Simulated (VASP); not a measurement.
Set up this calculation in VASP 6.6.1, as the native input.

```
Task                   : single point
Functional             : LDA
Potentials or basis    : VASP PAW LDA potentials, release 64 (Nb_sv)
Cutoff                 : 520 eV
k mesh                 : 15 × 15 × 8
Occupations            : fermi-dirac, width 0.1 eV
Spin                   : no spin polarisation
Dipole correction      : no
Further INCAR settings : ALGO = Normal; EDIFF = 1e-06; NBANDS = 20
```

The structure of Nb lies in POSCAR:

```
Nb
1.0
   -1.9589641945      1.9590414750      1.4021648076
    1.9590414750     -1.9589641945      1.4021648076
    3.5594036034      3.5594036034     -1.4020232682
Nb
2
Direct
    0.0002466825      0.9997533175      0.0000000000
    0.7497533175      0.2502466825      0.5000000000
```

One way to write it, as run:

INCAR

```
  PREC = Accurate
  ENCUT = 520
  EDIFF = 1E-6
  ISMEAR = -1
  SIGMA = 0.1
  LREAL = False
  LASPH = True
  NELM = 80
  ALGO = Normal
  ISIF = 2
  LWAVE = False
  LCHARG = False
  GGA = CA
  NBANDS = 20
```

KPOINTS

```
Automatic mesh
0
Gamma
  15 15 8
```

Potentials or basis: VASP PAW LDA potentials, release 64 (Nb_sv).

Launch:

```console
$ cat potpaw_LDA.64/Nb_sv/POTCAR > POTCAR
$ mpirun -np 1 vasp_std > vasp.out
```

Results of the run:

* Pressure: -17.1 GPa
* Largest force: 0.004 eV/Å
* Band gap on the k mesh: zero (bands 13 and 14 overlap by 2.47 eV)

Caveat: the cell stands under tension.

Run time: 6.1 min on 1 thread of Oxide Virtual Turin-like Processor, with other jobs on the host, peak memory 0.35 GiB.
